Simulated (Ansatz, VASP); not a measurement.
**One calculation of Hf, two programs**

File INCAR:

```
SYSTEM = Hf
PREC     = Accurate       ! precision mode
ENCUT    = 500            ! plane-wave cutoff, eV
EDIFF    = 1E-7           ! SCF threshold, eV
ISMEAR   = 0              ! smearing method
SIGMA    = 0.1            ! smearing width, eV
LREAL    = .False.        ! projectors in reciprocal space
LASPH    = .True.         ! aspherical terms in the spheres
NELM     = 120            ! most SCF steps
ALGO     = Normal         ! electronic algorithm
ISIF     = 3              ! what is computed and relaxed
LWAVE    = .False.        ! write WAVECAR
LCHARG   = .False.        ! write CHGCAR
GGA      = PE             ! functional
IBRION   = 2              ! ionic algorithm
NSW      = 100            ! ionic steps
EDIFFG   = -0.005         ! ionic threshold
GGA_COMPAT= .False.      
NELMIN   = 4
```

The input KPOINTS:

```
Automatic mesh
0
Gamma
  15 15 8
  0 0 0
```

POSCAR

```
Hf
1.0
    3.2300000000      0.0000000000      0.0000000000
   -1.6150000000      2.7972620542      0.0000000000
    0.0000000000      0.0000000000      5.1200000000
Hf
2
Direct
    0.3333333333      0.6666666667      0.2500000000
    0.6666666667      0.3333333333      0.7500000000
```

Input for Ansatz:

```yaml
crystal:
  lattice:
    - [3.23, 0.0, 0.0]
    - [-1.615, 2.7972620542, 0.0]
    - [0.0, 0.0, 5.12]
  atoms:
    - { symbol: Hf, position: [0.3333333333, 0.6666666667, 0.25] }
    - { symbol: Hf, position: [0.6666666667, 0.3333333333, 0.75] }
basis:
  ecutwfc: 420
kpoints:
  mp_grid: { grid: [15, 15, 8] }
hamiltonian:
  xc: pbe
scf:
  occupations: { method: gaussian, width: 0.1 }
output:
  forces: true
  stress: true
  eigenvalues: true
  write_density: true
  write_potential: true
  elf: true
  volumetric_format: npy
relax:
  adjacent_minimum: "off"
  f_tol: 0.005
  max_steps: 80
  cell: { stress_tol: 0.05 }
```

Alike in both runs: task relaxation of cell and atoms; functional PBE; k mesh 15 × 15 × 8; occupations gaussian, width 0.1 eV; no spin polarisation.

|  | VASP | Ansatz |
| --- | --- | --- |
| version | VASP 6.6.1 | Ansatz 0.2.0 |
| potentials or method | VASP PAW PBE potentials, release 64 (Hf_pv), cutoff 500 eV | scalar-relativistic, plane waves, PAW |
| valence electrons in the cell | 20 | 52 |

|  | VASP | Ansatz | Ansatz less VASP |
| --- | --- | --- | --- |
| gap on the k mesh at the Fermi level, each at its own relaxed structure (eV) | none | none | - |
| relaxed volume (Å³/atom) | 22.44 | 22.54 | +0.092 |
| relaxed cell length with the largest relative difference (Å) | 5.058 | 5.068 | +0.0099 |

A gap of «none» marks a metal or a gap that the smearing closes. VASP's potentials hold 20 valence electrons a cell and Ansatz's 52, so a difference there can come from the potentials and not from the codes.

Spin-orbit coupling is off throughout.
